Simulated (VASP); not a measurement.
Set up this calculation in VASP 6.6.1, as the native input.

```yaml
Task: single point
Functional: PBEsol
Potentials_or_basis: VASP PAW PBE potentials, release 64 (Re)
Cutoff: 520 eV
k_mesh: 16 × 16 × 16
Occupations: fermi-dirac, width 0.1 eV
Spin: no spin polarisation
Dipole_correction: no
Further_INCAR_settings: ALGO = Normal; EDIFF = 1e-07; NBANDS = 10
```

The structure of Re lies in POSCAR:

```
Re
1.0
    2.4102665348      0.0000000000      0.0000000000
    0.0000000000      2.4102665348      0.0000000000
    0.0000000000      0.0000000000      2.4102665348
Re
1
Direct
    0.0000000000      0.0000000000      0.0000000000
```

These files were run (other wordings do the same):

INCAR

```
PREC = Accurate
ENCUT = 520
EDIFF = 1E-7
ISMEAR = -1
SIGMA = 0.1
LREAL = F
LASPH = T
NELM = 60
ALGO = Normal
ISIF = 2
LWAVE = F
LCHARG = F
GGA = PS
NBANDS = 10
```

KPOINTS

```
regular mesh
0
Gamma
  16 16 16
```

Potentials or basis: VASP PAW PBE potentials, release 64 (Re).

Launch:

```bash
$ cat potpaw_PBE.64/Re/POTCAR > POTCAR
$ mpirun -np 1 vasp_std > vasp.out
```

Results of the run:

```yaml
Pressure: 69.5 GPa
```

Caveat: the PAW data sets were made with another functional, which shifts forces and pressure a little.

Wall time 12 s on 1 thread of Intel Xeon 6975P-C, with other jobs on the host, peak memory 0.14 GiB.
